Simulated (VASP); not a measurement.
## Hf5O9 (a cell with a defect): single point with PBE

Crystal: Hf5O9 (a cell with a defect).

```
CELL_PARAMETERS angstrom
-5.09814 0.00000 0.00000
-2.54907 5.09814 -2.54907
-2.54907 -2.54907 -5.09814
ATOMIC_POSITIONS crystal
Hf 0.80000 0.80000 0.60000
Hf 0.60000 0.60000 0.20000
Hf 0.40000 0.40000 0.80000
Hf 0.20000 0.20000 0.40000
Hf 0.00000 0.00000 0.00000
O 0.05000 0.30000 0.10000
O 0.85000 0.10000 0.70000
O 0.65000 0.90000 0.30000
O 0.45000 0.70000 0.90000
O 0.95000 0.70000 0.90000
O 0.75000 0.50000 0.50000
O 0.55000 0.30000 0.10000
O 0.39871 0.16668 0.66666
O 0.15000 0.90000 0.30000
```

This cell differs from its parent crystal: atom 13 moved 0.167 of the way to it and -0.333 Å across, host rigid.

```yaml
Program: VASP 6.6.1
Task: single point
Functional: PBE
Potentials_or_basis: VASP PAW PBE potentials, release 64 (Hf_pv, O)
Cutoff: 520 eV
k_mesh: 4 × 4 × 4
Occupations: gaussian, width 0.05 eV
Spin: no spin polarisation
```

| Quantity | Value |
| --- | --- |
| Largest force | 7.895 eV/Å |

Forces in eV/Å, atoms in the order of the input:
```
Hf   1.613  2.497 -2.275
Hf  -2.254  2.227  2.821
Hf  -4.682  0.327 -6.232
Hf   2.137 -1.808  2.584
Hf   0.684 -0.353 -0.850
O    0.072 -0.507  0.095
O   -2.682 -0.787 -0.010
O   -0.031 -0.170 -0.057
O   -0.578  2.060 -0.359
O    0.515 -0.159  1.659
O   -0.447  0.364  0.049
O    0.197  0.317 -1.953
O    5.804 -1.976  4.974
O   -0.347 -2.031 -0.446
```

Levels at points of the mesh, in eV from the Fermi level:
```
           k point  band 48  band 49  band 50  band 51  band 52  band 53  band 54  band 55
(0.00, 0.00, 0.00)    -0.95    -0.76    -0.70    -0.64     0.66     3.47     3.70     3.74
(0.50, 0.00, 0.00)    -1.43    -1.13    -1.09    -0.89     1.87     3.33     3.99     4.02
(0.50, 0.50, 0.00)    -1.37    -1.21    -1.10    -0.89     1.71     3.59     3.71     3.95
(0.50, 0.50, 0.50)    -1.33    -1.15    -1.05    -0.91     1.55     3.38     3.68     3.99
(0.50, 0.00, 0.50)    -1.41    -1.19    -0.98    -0.88     1.66     3.41     3.89     3.99
(0.00, 0.50, 0.00)    -0.84    -0.71    -0.55    -0.49     1.14     3.34     3.51     3.95
(0.00, 0.00, 0.50)    -0.70    -0.61    -0.54    -0.48     0.93     3.36     3.46     4.15
(0.00, 0.50, 0.50)    -0.92    -0.85    -0.77    -0.30     1.71     3.33     3.64     3.83
```

Run time: 4 min on 1 thread of Intel(R) Xeon(R) 6975P-C (Granite Rapids) (shared host), peak memory 0.44 GiB.

Caveat: the cell carries a net charge on a neutralising background, which shifts energy and pressure; the cell differs from its parent crystal (atom 13 moved 0.167 of the way to it and -0.333 Å across, host rigid); the cell is charged against a uniform background, so pressure and absolute levels hang on convention; spin-orbit coupling is left out, which moves the levels of the heavy elements.
